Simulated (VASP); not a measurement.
CaO: single point with PBE

CaO:

```xyz
2
Lattice="0.0000 2.4490 2.4490 2.4490 0.0000 2.4490 2.4490 2.4490 0.0000" Properties=species:S:1:pos:R:3 pbc="T T T"
Ca    0.3125    0.0000    0.0000
O     2.4490    2.4490    2.4490
```

This cell differs from its parent crystal: all Ca atoms moved +0.312 Å, as atom 1 along Cartesian [1 0 0].

```json
{
  "Program": "VASP 6.6.1",
  "Task": "single point",
  "Functional": "PBE",
  "Potentials or basis": "VASP PAW PBE potentials, release 64 (Ca_sv, O)",
  "Cutoff": "520 eV",
  "k mesh": "8 × 8 × 8",
  "Occupations": "gaussian, width 0.05 eV",
  "Spin": "no spin polarisation"
}
```

```yaml
Pressure: 0.4 GPa
Largest_force: 1.249 eV/Å
Band_gap_on_the_k_mesh: 3.91 eV, indirect (least direct gap 4.12 eV)
```

Forces on the atoms (eV/Å):
```
Ca  -1.249  0.000  0.000
O    1.249  0.000  0.000
```

Stress tensor (GPa, compression positive):
```
 8.69  0.00  0.00
 0.00 -3.79  0.00
 0.00  0.00 -3.79
```

Levels at points of the mesh, in eV from the valence-band top:
| k point | band 5 | band 6 | band 7 | band 8 | band 9 | band 10 | band 11 | band 12 |
| --- | --- | --- | --- | --- | --- | --- | --- | --- |
| (0.00, 0.00, 0.00) | -15.15 | -0.04 | -0.04 | -0.04 | 4.41 | 6.39 | 6.74 | 6.74 |
| (0.50, 0.00, 0.00) | -14.19 | -2.28 | -0.88 | -0.83 | 6.90 | 7.71 | 8.43 | 8.68 |
| (0.50, 0.50, 0.00) | -14.86 | -1.14 | -0.61 | -0.20 | 4.55 | 7.68 | 9.08 | 9.45 |
| (0.00, 0.50, 0.50) | -14.79 | -0.93 | -0.21 | -0.21 | 3.91 | 7.44 | 8.91 | 9.45 |

It took 13 s on 1 thread of AMD EPYC 9R45 96-Core Processor (Zen 5), on a shared host, peak memory 0.14 GiB.

Caveat: the cell differs from its parent crystal (all Ca atoms moved +0.312 Å, as atom 1 along Cartesian [1 0 0]); forces of over 1 eV/Å act on the atoms, so gaps and moduli don't describe the material at rest. A k mesh can miss the band edges.
